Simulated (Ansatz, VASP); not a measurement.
# Two plane-wave programs on Re

```
CELL_PARAMETERS angstrom
2.76534 0.00000 0.00000
-1.38267 2.39485 0.00000
0.00000 0.00000 4.47358
ATOMIC_POSITIONS crystal
Re 0.33333 0.66667 0.25000
Re 0.66667 0.33333 0.75000
```

Alike in both runs: task single point; functional PBEsol; k mesh 21 × 21 × 12; occupations gaussian, width 0.15 eV; no spin polarisation.

|  | VASP | Ansatz |
| --- | --- | --- |
| version | VASP 6.6.1 | Ansatz 0.2.0 |
| potentials or method | VASP PAW PBE potentials, release 64 (Re), cutoff 520 eV | scalar-relativistic, plane waves, PAW |
| valence electrons in the cell | 14 | 30 |

Ansatz gave:

```
gap on the k mesh at the Fermi level (eV)                     : none
pressure (GPa)                                                : -6.7
traceless stress, the component that is largest in VASP (GPa) : -0.71
```

**Question.** What did VASP give for the same quantities?

**Answer.** gap on the k mesh at the Fermi level (eV): none; pressure (GPa): -6.7; traceless stress, the component that is largest in VASP (GPa): -0.79.

VASP's potentials were made for PBE, not for PBEsol. A gap of «none» marks a metal or a gap that the smearing closes. The functional is the same, so the differences come from potentials, cutoffs and numerics. VASP's potentials hold 14 valence electrons a cell and Ansatz's 30, so a difference there can come from the potentials and not from the codes.

Neither program's run includes spin-orbit coupling.
